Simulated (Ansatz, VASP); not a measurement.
Two plane-wave programs on V

Contents of INCAR:

```
SYSTEM = V
PREC     = Accurate       ! precision mode
ENCUT    = 600            ! plane-wave cutoff, eV
EDIFF    = 1E-6           ! SCF threshold, eV
ISMEAR   = 0              ! smearing method
SIGMA    = 0.1            ! smearing width, eV
LREAL    = .FALSE.        ! projectors in reciprocal space
LASPH    = .TRUE.         ! aspherical terms in the spheres
NELM     = 100            ! most SCF steps
ALGO     = Fast           ! electronic algorithm
ISIF     = 3              ! what is computed and relaxed
LWAVE    = .FALSE.        ! write WAVECAR
LCHARG   = .FALSE.        ! write CHGCAR
GGA      = PE             ! functional
IBRION   = 2              ! ionic algorithm
NSW      = 90             ! ionic steps
EDIFFG   = -0.04          ! ionic threshold
```

File KPOINTS:

```
Automatic mesh
0
G
  4 4 4
  0 0 0
```

POSCAR

```
V
1.0
   -3.1298004988      3.1298004988      3.1298004988
    3.1298004988     -3.1298004988      3.1298004988
    3.1298004988      3.1298004988     -3.1298004988
V
8
Direct
    0.2060000000      0.2060000000      0.2060000000
    0.5000000000      0.0000000000      0.2940000000
    0.2940000000      0.5000000000      0.0000000000
    0.0000000000      0.2940000000      0.5000000000
    0.7940000000      0.7940000000      0.7940000000
    0.5000000000      0.0000000000      0.7060000000
    0.7060000000      0.5000000000      0.0000000000
    0.0000000000      0.7060000000      0.5000000000
```

Input for Ansatz:

```yaml
crystal:
  lattice:
    - [-3.1298004988, 3.1298004988, 3.1298004988]
    - [3.1298004988, -3.1298004988, 3.1298004988]
    - [3.1298004988, 3.1298004988, -3.1298004988]
  atoms:
    - { symbol: V, position: [0.206, 0.206, 0.206] }
    - { symbol: V, position: [0.5, 0.0, 0.294] }
    - { symbol: V, position: [0.294, 0.5, 0.0] }
    - { symbol: V, position: [0.0, 0.294, 0.5] }
    - { symbol: V, position: [0.794, 0.794, 0.794] }
    - { symbol: V, position: [0.5, 0.0, 0.706] }
    - { symbol: V, position: [0.706, 0.5, 0.0] }
    - { symbol: V, position: [0.0, 0.706, 0.5] }
basis:
  ecutwfc: 420
kpoints:
  mp_grid: { grid: [4, 4, 4] }
hamiltonian:
  xc: pbe
scf:
  occupations: { method: gaussian, width: 0.1 }
  lower_state_search: "off"
output:
  forces: true
  stress: true
  eigenvalues: true
relax:
  adjacent_minimum: "off"
  f_tol: 0.04
  max_steps: 70
  cell: { stress_tol: 0.4 }
```

Alike in both runs: task relaxation of cell and atoms; functional PBE; k mesh 4 × 4 × 4; occupations gaussian, width 0.1 eV; no spin polarisation.

```csv
,VASP,Ansatz
version,VASP 6.6.1,Ansatz 0.2.0
potentials or method,"VASP PAW PBE potentials, release 64 (V_sv), cutoff 600 eV","scalar-relativistic, plane waves, PAW"
valence electrons in the cell,104,104
```

```tsv
	VASP	Ansatz	Ansatz less VASP
gap on the k mesh at the Fermi level, each at its own relaxed structure (eV)	none	none	-
relaxed volume (Å³/atom)	15.59	15.49	-0.099
relaxed cell length with the largest relative difference (Å)	5.452	5.440	-0.0116
```

A gap of «none» marks a metal or a gap that the smearing closes.
